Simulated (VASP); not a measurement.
Input of a VASP 6.6.1 run:

The input INCAR:

```
SYSTEM = BN
PREC = Accurate
ENCUT = 520
EDIFF = 1E-7
ISMEAR = 0
SIGMA = 0.02
LREAL = .FALSE.
LASPH = .TRUE.
NELM = 100
ALGO = Normal
ISIF = 3
LWAVE = .FALSE.
LCHARG = .FALSE.
METAGGA = R2SCAN
LMIXTAU = .TRUE.
IBRION = 2
NSW = 80
EDIFFG = -0.002
KPAR = 4
```

Contents of KPOINTS:

```
Automatic mesh
0
G
  15 15 6
  0 0 0
```

POSCAR

```
BN                                      
1.0
    2.5024372548     -0.0000000000      0.0000000000
   -1.2512186274      2.1671742293     -0.0000000000
    0.0000000000      0.0000000000      6.7647190689
  B               N             
     2     2
Direct
     0.3333333300000021    0.6666666699999979    0.2500000000000000
     0.6666666699999979    0.3333333300000021    0.7500000000000000
     0.3333333300000021    0.6666666699999979    0.7500000000000000
     0.6666666699999979    0.3333333300000021    0.2500000000000000
```

Potentials or basis: VASP PAW PBE potentials, release 64 (B, N).

Run with:

```bash
$ cat potpaw_PBE.64/B/POTCAR potpaw_PBE.64/N/POTCAR > POTCAR
$ mpirun -np 4 vasp_std > vasp.out
```

(1) Predict the relaxed cell.

(2) Predict the band gap on the k mesh.

(3) Predict the relaxed volume.

Results:

(1) a = 2.503 Å, b = 2.503 Å, c = 6.790 Å, α = 90.00°, β = 90.00°, γ = 120.00°.

(2) 4.95 eV (least direct gap 5.36 eV).

(3) 9.21 Å³/atom.

Caveat: the PAW data sets were made with another functional, which shifts forces and pressure a little; an odd mesh through Γ misses points on the zone boundary, where band edges can lie.
